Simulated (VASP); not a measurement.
Here is a VASP 6.6.1 calculation.

INCAR

```
SYSTEM = Nb2As3
  PREC = Accurate
  ENCUT = 520
  EDIFF = 1E-6
  ISMEAR = 0
  SIGMA = 0.1
  LREAL = .False.
  LASPH = .True.
  NELM = 60
  ALGO = Normal
  ISIF = 2
  LWAVE = .False.
  LCHARG = .False.
  GGA = PE
  NBANDS = 28
```

File KPOINTS:

```
Automatic mesh
0
Gamma
  6 6 4
  0 0 0
```

File POSCAR:

```
Nb2As3
1.0
    4.1111521749      0.0000000000      0.0000000000
   -2.0555760874      3.5603622223      0.0000000000
    0.0000000000      0.0000000000      6.5449743165
Nb As
2 3
Direct
    0.3333333333      0.6666666667      0.1808252152
    0.6666666667      0.3333333333      0.8191747848
    0.0000000000      0.0000000000      0.0000000000
    0.3333333333      0.6666666667      0.6109272427
    0.6666666667      0.3333333333      0.3890727573
```

Potentials or basis: VASP PAW PBE potentials, release 64 (Nb_sv, As).

Run with:

```sh
$ cat potpaw_PBE.64/Nb_sv/POTCAR potpaw_PBE.64/As/POTCAR > POTCAR
$ mpirun -np 1 vasp_std > vasp.out
```

**Question.** Estimate the largest force.

**Answer.** 0.023 eV/Å.

**Question.** Estimate the pressure.

**Answer.** 0.0 GPa.

Forces on the atoms (eV/Å):
```
Nb   0.000  0.000 -0.023
Nb   0.000  0.000  0.023
As   0.000  0.000  0.000
As   0.000  0.000 -0.016
As   0.000  0.000  0.016
```
